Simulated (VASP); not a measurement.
**TaN: electric field gradients with PBEsol**

TaN:

```
Ta N
1.0
     3.10778    0.00000    0.00000
    -1.55389    2.69142    0.00000
     0.00000    0.00000    5.01446
Ta N
2 2
Direct
  0.00000 0.00000 0.00000
  0.00000 0.00000 0.50000
  0.33333 0.66667 0.25000
  0.66667 0.33333 0.75000
```

This cell differs from its parent crystal: volume scaled by 1.06.

- Program: VASP 6.6.1
- Task: electric field gradients
- Functional: PBEsol
- Potentials or basis: VASP PAW PBE potentials, release 64 (Ta_pv, N)
- Cutoff: 520 eV
- k mesh: 9 × 9 × 5
- Occupations: fermi-dirac, width 0.01 eV
- Spin: no spin polarisation
- Dipole correction: no
- Further INCAR settings: ALGO = Normal; EDIFF = 1e-08; NBANDS = 24

| Property | Result |
| --- | --- |
| Pressure | 22.7 GPa |
| Band gap on the k mesh | zero (band 16 reaches 9.71 eV, above the bottom of band 17 at 7.34 eV) |

Stress tensor (GPa, compression positive):
```
-0.62  0.00  0.00
 0.00 -0.62  0.00
 0.00  0.00 69.32
```

Levels at points of the mesh, in eV from the Fermi level:
| k point | band 12 | band 13 | band 14 | band 15 | band 16 | band 17 | band 18 | band 19 | band 20 | band 21 |
| --- | --- | --- | --- | --- | --- | --- | --- | --- | --- | --- |
| (0.00, 0.00, 0.00) | -4.95 | -3.44 | -3.44 | -3.43 | -1.71 | -1.71 | -0.58 | -0.58 | 2.29 | 4.26 |

Electric field gradients, principal values (V/Å²):
```tsv
atom	least	middle	greatest (by size)
1 Ta	92.151	92.152	-184.302
2 Ta	92.151	92.152	-184.302
3 N	-2.662	-2.662	5.323
4 N	-2.662	-2.662	5.323
```

It took 57 s on 1 thread of Intel Xeon 8259CL, on a shared host, peak memory 0.18 GiB.

Caveat: without QUAD_EFG the Cq values of the log hold for a quadrupole moment of 1 mb, not for the nuclei; the PAW data sets were made with another functional, which shifts forces and pressure a little; spin-orbit coupling is left out, which moves the levels of the heavy elements.
